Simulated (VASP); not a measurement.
# InSb (F-43m) in VASP: single point with PBE

Aim: the single point of InSb with PBE.

All numbers are computed with VASP 6.6.1; they aren't measurements. Logs are shortened: lines on timing, memory, paths and dates and some standing lists are left out, and cuts for length are marked.

## Step 1: The cell of the first run

The structure is cubic, space group F-43m (No. 216). The conventional cell has a = 6.633 Å, b = 6.633 Å, c = 6.633 Å, α = 90.00°, β = 90.00°, γ = 90.00°. In (site symmetry -43m) has 4 Sb at 2.87 Å within 3.8 Å. Within 3.8 Å of Sb (site symmetry -43m) lie 4 In at 2.87 Å.

## Step 2: Single point, PBE

INCAR reads:

```
ALGO = Normal ; EDIFF = 1E-6
ENCUT = 520 ; GGA = PE
ISIF = 2 ; ISMEAR = 0
LASPH = True ; LCHARG = True
LELF = True ; LREAL = False
LVHAR = True ; LWAVE = False
NBANDS = 26 ; NELM = 100
PREC = Accurate ; SIGMA = 0.1
```

KPOINTS reads:

```
k-points
0
Gamma
  12 12 8
```

POSCAR reads:

```
InSb
1.0
    3.3166107078      3.3166107078      0.0000000000
   -3.3166107078      3.3166107078      0.0000000000
    0.0000000000      0.0000000000      6.6332214156
In Sb
2 2
Direct
    0.0000000000      0.0000000000      0.0000000000
    0.5000000000      0.5000000000      0.5000000000
    0.5000000000      0.0000000000      0.7500000000
    0.0000000000      0.5000000000      0.2500000000
```

Potentials or basis: VASP PAW PBE potentials, release 64 (In_d, Sb).

On the command line:

```bash
> cat potpaw_PBE.64/In_d/POTCAR potpaw_PBE.64/Sb/POTCAR > POTCAR
> mpirun -np 1 vasp_std > vasp.out
```

OUTCAR:

```text
EDIFF = 1E-6
   ENCUT = 520
   GGA = PE
   ISIF = 2
   ISMEAR = 0
   LASPH = True
   LREAL = False
   NELM = 100
   PREC = Accurate

 ion  position               nearest neighbor table
   1  0.000  0.000  0.000-   3 2.87   4 2.87   4 2.87   3 2.87
   2  0.500  0.500  0.500-   3 2.87   4 2.87   3 2.87   4 2.87
   3  0.500  0.000  0.750-   1 2.87   2 2.87   2 2.87   1 2.87
   4  0.000  0.500  0.250-   1 2.87   2 2.87   1 2.87   2 2.87

  LATTYP: Found a simple tetragonal cell.
 ALAT       =     4.6903958441
 C/A-ratio  =     1.4142135624

  Lattice vectors:

 A1 = (   3.3166107078,   3.3166107078,   0.0000000000)
 A2 = (  -3.3166107078,   3.3166107078,   0.0000000000)
 A3 = (   0.0000000000,   0.0000000000,   6.6332214156)

Analysis of symmetry for initial positions (statically):
=====================================================================
 Subroutine PRICEL returns following result:

  LATTYP: Found a face centered cubic cell.
 ALAT       =     6.6332214156

  Lattice vectors:

 A1 = (   0.0000000000,  -3.3166107078,  -3.3166107078)
 A2 = (   3.3166107078,   0.0000000000,  -3.3166107078)
 A3 = (   3.3166107078,  -3.3166107078,  -0.0000000000)

   2 primitive cells build up your supercell.

 Routine SETGRP: Setting up the symmetry group for a
 simple tetragonal supercell.

 Subroutine GETGRP returns: Found  8 space group operations
 (whereof  8 operations were pure point group operations)
 out of a pool of 16 trial point group operations.

The static configuration has the point symmetry D_2d.

Analysis of symmetry for dynamics (positions and initial velocities):
=====================================================================
 Subroutine PRICEL returns following result:

  LATTYP: Found a face centered cubic cell.
 ALAT       =     6.6332214156

  Lattice vectors:

 A1 = (   0.0000000000,  -3.3166107078,  -3.3166107078)
 A2 = (   3.3166107078,   0.0000000000,  -3.3166107078)
 A3 = (   3.3166107078,  -3.3166107078,  -0.0000000000)

   2 primitive cells build up your supercell.

 Routine SETGRP: Setting up the symmetry group for a
 simple tetragonal supercell.

 Subroutine GETGRP returns: Found  8 space group operations
 (whereof  8 operations were pure point group operations)
 out of a pool of 16 trial point group operations.

The dynamic configuration has the point symmetry D_2d.

 Subroutine INISYM returns: Found  8 space group operations
 (whereof  8 operations are pure point group operations),
 and found     2 'primitive' translations

----------------------------------------------------------------------------------------

                                     Primitive cell

  volume of cell :      72.9648

  direct lattice vectors                    reciprocal lattice vectors
     0.000000000 -3.316610708 -3.316610708    -0.150756312 -0.150756312 -0.150756312
     3.316610708  0.000000000 -3.316610708     0.150756312  0.150756312 -0.150756312
     3.316610708 -3.316610708 -0.000000000     0.150756312 -0.150756312  0.150756312

  length of vectors
     4.690395844  4.690395844  4.690395844     0.261117593  0.261117593  0.261117593

  position of ions in fractional coordinates (direct lattice)
     0.000000000  0.000000000  0.000000000
     0.750000000  0.750000000  0.750000000

  ion indices of the primitive-cell ions
   primitive index   ion index
                 1           1
                 2           3

----------------------------------------------------------------------------------------

 KPOINTS: k-points

Automatic generation of k-mesh.
 Grid dimensions read from file:
 generate k-points for:   12   12    8

 Generating k-lattice:

  Cartesian coordinates                     Fractional coordinates (reciprocal lattice)
     0.012563026  0.012563026  0.000000000     0.083333333  0.000000000  0.000000000
    -0.012563026  0.012563026  0.000000000     0.000000000  0.083333333  0.000000000
     0.000000000  0.000000000  0.018844539     0.000000000  0.000000000  0.125000000

  Length of vectors
     0.017766802  0.017766802  0.018844539

  Shift w.r.t. Gamma in fractional coordinates (k-lattice)
     0.000000000  0.000000000  0.000000000

 Subroutine IBZKPT returns following result:
 ===========================================

 Found    140 irreducible k-points:

 Following reciprocal coordinates:
            Coordinates               Weight
  0.000000  0.000000  0.000000      1.000000
  0.083333  0.000000  0.000000      4.000000
  0.166667  0.000000  0.000000      4.000000
  0.250000  0.000000  0.000000      4.000000
  0.333333  0.000000  0.000000      4.000000
  0.416667  0.000000  0.000000      4.000000
[... 16 lines left out ...]
  0.333333  0.333333  0.000000      4.000000
  0.416667  0.333333  0.000000      8.000000
 [... further k-points ...]
   k-points           NKPTS =    140   k-points in BZ     NKDIM =    140   number of bands    NBANDS=     26
   number of dos      NEDOS =    301   number of ions     NIONS =      4
   total plane-waves  NPLWV =  64800
   dimension x,y,z NGX =    36 NGY =   36 NGZ =   50
   dimension x,y,z NGXF=    72 NGYF=   72 NGZF=  100
   ions per type =               2   2
   NGX,Y,Z   is equivalent  to a cutoff of  12.76, 12.76, 12.53 a.u.
   NGXF,Y,Z  is equivalent  to a cutoff of  25.52, 25.52, 25.06 a.u.
 SYSTEM =  unknown system
   PREC   = accura    normal or accurate (medium, high low for compatibility)
   ISTART =      0    job   : 0-new  1-cont  2-samecut
   ICHARG =      2    charge: 1-file 2-atom 10-const
   ISPIN  =      1    spin polarized calculation?
   LNONCOLLINEAR =      F non collinear calculations
   LSORBIT =      F    spin-orbit coupling
   LASPH  =      T    aspherical Exc in radial PAW
   ENCUT  =  520.0 eV  38.22 Ry    6.18 a.u.   8.72  8.72 12.33*2*pi/ulx,y,z
   NELM   =    100;   NELMIN=  2; NELMDL= -5     # of ELM steps
   EDIFF  = 0.1E-05   stopping-criterion for ELM
   LREAL  =      F    real-space projection
   EDIFFG = 0.1E-04   stopping-criterion for IOM
   NSW    =      0    number of steps for IOM
   IBRION =     -1    ionic relax: 0-MD 1-quasi-New 2-CG
   NFREE  =      0    steps in history (QN), initial steepest desc. (CG)
   ISIF   =      2    stress and relaxation
   ISYM   =      2    0-nonsym 1-usesym 2-fastsym
   POTIM  = 0.5000    time-step for ionic-motion
   TEBEG  =    0.0;   TEEND  =   0.0 temperature during run
   PSTRESS=    0.0 pullay stress
   NELECT =      36.0000    total number of electrons
   NUPDOWN=      -1.0000    fix difference up-down
   EMIN   =  10.00;   EMAX   =-10.00  energy-range for DOS
   EFERMI =   0.00;   METHOD = LEGACY
   ISMEAR =     0;   SIGMA  =   0.10  broadening in eV -4-tet -1-fermi 0-gaus
   EFERMI_NEDOS =   21; number of points for ismear=-14 and -15
   IALGO  =     38    algorithm
   IMIX   =      4    mixing-type and parameters
     AMIX     =   0.40;   BMIX     =  1.00
     AMIX_MAG =   1.60;   BMIX_MAG =  1.00
  volume/ion in A,a.u.               =      36.48       246.20
  Fermi-wavevector in a.u.,A,eV,Ry     =   1.026742  1.940260 14.343240  1.054198
  Thomas-Fermi vector in A             =   2.160650
   LORBIT       =      0    0 simple, 1 ext, 2 COOP (PROOUT), +10 PAW based schemes
   GGA     = PE    functional components
   LHFCALC =     F    Hartree Fock is set to
   AEXX    =    0.0000 exact exchange contribution
   IVDW    =     0    specifies the selected vdW correction
   LEPSILON=     F    determine dielectric tensor
   LRPA    =     F    only Hartree local field effects (RPA)
 non-spin polarized calculation
 Gauss-broadening in eV      SIGMA  =   0.10
  energy-cutoff  :      520.00
  volume of cell :      145.93
 maximum number of plane-waves:      3964
 NGX is ok and might be reduce to    36
   NGX = 17   NGY = 17   NGZ = 25

 number of electron      36.0000016 magnetization

 Free energy of the ion-electron system (eV)
  ---------------------------------------------------
  ext. energy  EPLUGINS =         0.00000000
  ---------------------------------------------------
  free energy    TOTEN  =       -13.90694548 eV

  energy without entropy =      -13.90672263  energy(sigma->0) =      -13.90683406

 E-fermi :   4.4568     XC(G=0):  -8.3870

 val. band max:        4.3868411629   @ k =   0.0000   0.0000   0.0000
 cond. band min:       4.8073278548   @ k =   0.5000   0.0000   0.5000
 fundamental gap:      0.4204866919
 Fermi energy:         4.4568130298

 k-point     1 :       0.0000    0.0000    0.0000
  band No.  band energies     occupation
      1     -10.1430      2.00000
      2     -10.0822      2.00000
      3     -10.0822      2.00000
      4     -10.0822      2.00000
      5     -10.0487      2.00000
      6     -10.0487      2.00000
[... 18 lines left out ...]
     25      10.0503      0.00000
     26      12.1238      0.00000

 k-point     2 :       0.0833    0.0000    0.0000
  band No.  band energies     occupation
      1     -10.1418      2.00000
      2     -10.0839      2.00000
      3     -10.0816      2.00000
      4     -10.0811      2.00000
      5     -10.0498      2.00000
      6     -10.0492      2.00000
[... 18 lines left out ...]
     25      10.2953      0.00000
     26      11.6911      0.00000

 k-point     3 :       0.1667    0.0000    0.0000
  band No.  band energies     occupation
      1     -10.1385      2.00000
      2     -10.0888      2.00000
      3     -10.0798      2.00000
      4     -10.0782      2.00000
      5     -10.0527      2.00000
      6     -10.0508      2.00000
[... 572 lines left out ...]
 k-point    23 :       0.3333    0.3333    0.0000
  band No.  band energies     occupation
      1     -10.1356      2.00000
      2     -10.1288      2.00000
      3     -10.0572      2.00000
      4     -10.0572      2.00000
      5     -10.0571      2.00000
      6     -10.0500      2.00000
[... 18 lines left out ...]
     25      10.5726      0.00000
     26      10.5726      0.00000

 k-point    24 :       0.4167    0.3333    0.0000
  band No.  band energies     occupation
      1     -10.1374      2.00000
      2     -10.1343      2.00000
      3     -10.0546      2.00000
      4     -10.0543      2.00000
      5     -10.0538      2.00000
      6     -10.0502      2.00000
[... 18 lines left out ...]
     25      11.0882      0.00000
     26      11.1320      0.00000

 [... further k-points ...]

------------------------ aborting loop because EDIFF is reached ----------------------------------------

  FORCE on cell =-STRESS in cart. coord.  units (eV):
  Direction    XX          YY          ZZ          XY          YZ          ZX
  --------------------------------------------------------------------------------------
  -------------------------------------------------------------------------------------
  Total        0.0094385      0.0094385      0.0043189      0.0000000     -0.0000000     -0.0000000
  in kB        0.1036269      0.1036269      0.0474177      0.0000000     -0.0000000     -0.0000000
  external PRESSURE =       0.0848905 kB  Pullay stress =       0.0000000 kB

 VOLUME and BASIS-vectors are now :
 -----------------------------------------------------------------------------
  energy-cutoff  :      520.00
  volume of cell :      145.93
      direct lattice vectors                 reciprocal lattice vectors
     3.316610708  3.316610708  0.000000000     0.150756312  0.150756312  0.000000000
    -3.316610708  3.316610708  0.000000000    -0.150756312  0.150756312  0.000000000
     0.000000000  0.000000000  6.633221416     0.000000000  0.000000000  0.150756312

 POSITION                                       TOTAL-FORCE (eV/Angst)
 -----------------------------------------------------------------------------------
      0.00000      0.00000      0.00000        -0.000000     -0.000000     -0.000000
      0.00000      3.31661      3.31661         0.000000      0.000000      0.000000
      1.65831      1.65831      4.97492         0.000000      0.000000     -0.000000
     -1.65831      1.65831      1.65831         0.000000      0.000000     -0.000000
 -----------------------------------------------------------------------------------
    total drift:                               -0.000000      0.000000      0.000000

  FREE ENERGIE OF THE ION-ELECTRON SYSTEM (eV)
  ---------------------------------------------------
  free  energy   TOTEN  =       -13.9069454810 eV

  energy  without entropy=      -13.9067226337  energy(sigma->0) =      -13.90683406
```

Wall time 3.5 min (1 thread of Intel Xeon 6975P-C (Granite Rapids), shared host); peak memory 0.57 GiB.

Results:

```yaml
Free_energy: -13.9069 eV
Pressure: 0.0 GPa
Band_gap_on_the_k_mesh: zero (filled and empty bands touch)
```

Caveat: semilocal functionals underestimate gaps, so a narrow gap can read as zero; spin-orbit coupling is left out, which moves the levels of the heavy elements.
